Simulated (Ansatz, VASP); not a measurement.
One calculation of TePb, two programs

Contents of POSCAR:

```
TePb
1.0
    0.0000000000      3.2712109733      3.1403625344
    3.2712109733      0.0000000000      3.1403625344
    3.2712109733      3.2712109733      0.0000000000
Te Pb
1 1
Direct
    0.5000000000      0.5000000000      0.5000000000
    0.0000000000      0.0000000000      0.0000000000
```

INCAR.step1

```
SYSTEM = TePb
ALGO = Normal ; EDIFF = 1E-4
ENCUT = 520 ; GGA = PE
ISMEAR = 0 ; LASPH = .TRUE.
LCHARG = .FALSE. ; LREAL = .FALSE.
LWAVE = .TRUE. ; NBANDS = 17
NELM = 100 ; PREC = Accurate
SIGMA = 0.05
```

INCAR.step2

```
SYSTEM = TePb
ALGO = Normal ; EDIFF = 1E-6
ENCUT = 520 ; ISIF = 2
ISMEAR = 0 ; ISTART = 1
LASPH = .TRUE. ; LCHARG = .FALSE.
LMIXTAU = .TRUE. ; LREAL = .FALSE.
LWAVE = .FALSE. ; METAGGA = R2SCAN
NBANDS = 17 ; NELM = 100
PREC = Accurate ; SIGMA = 0.05
```

Contents of KPOINTS:

```
k-points
0
G
  8 8 8
  0 0 0
```

Input for Ansatz:

```yaml
crystal:
  lattice:
    - [0.0, 3.2712109733, 3.1403625344]
    - [3.2712109733, 0.0, 3.1403625344]
    - [3.2712109733, 3.2712109733, 0.0]
  atoms:
    - { symbol: Te, position: [0.5, 0.5, 0.5] }
    - { symbol: Pb, position: [0.0, 0.0, 0.0] }
basis:
  ecutwfc: 500
kpoints:
  mp_grid: { grid: [8, 8, 8] }
hamiltonian:
  xc: r2scan
scf:
  occupations: { method: gaussian, width: 0.05 }
output:
  forces: true
  stress: true
  eigenvalues: true
```

Alike in both runs: task single point; functional r2SCAN; k mesh 8 × 8 × 8; occupations gaussian, width 0.05 eV; no spin polarisation.

```csv
,VASP,Ansatz
version,VASP 6.6.1,Ansatz 0.2.0
potentials or method,"VASP PAW PBE potentials, release 64 (Te, Pb_d), cutoff 520 eV","scalar-relativistic, plane waves, PAW"
valence electrons in the cell,20,30
```

Ansatz gave:

```
gap on the k mesh at the Fermi level (eV)                     : 0.90
least direct gap on the mesh (eV)                             : 0.90
pressure (GPa)                                                : 2.0
traceless stress, the component that is largest in VASP (GPa) : 3.75
```

Question: Estimate VASP's values.

Answer: gap on the k mesh at the Fermi level (eV): 0.91; least direct gap on the mesh (eV): 0.91; pressure (GPa): 2.0; traceless stress, the component that is largest in VASP (GPa): 3.76.

VASP's potentials were made for PBE, not for r2SCAN. VASP's potentials hold 20 valence electrons a cell and Ansatz's 30, so a difference there can come from the potentials and not from the codes.

Spin-orbit coupling is off throughout.
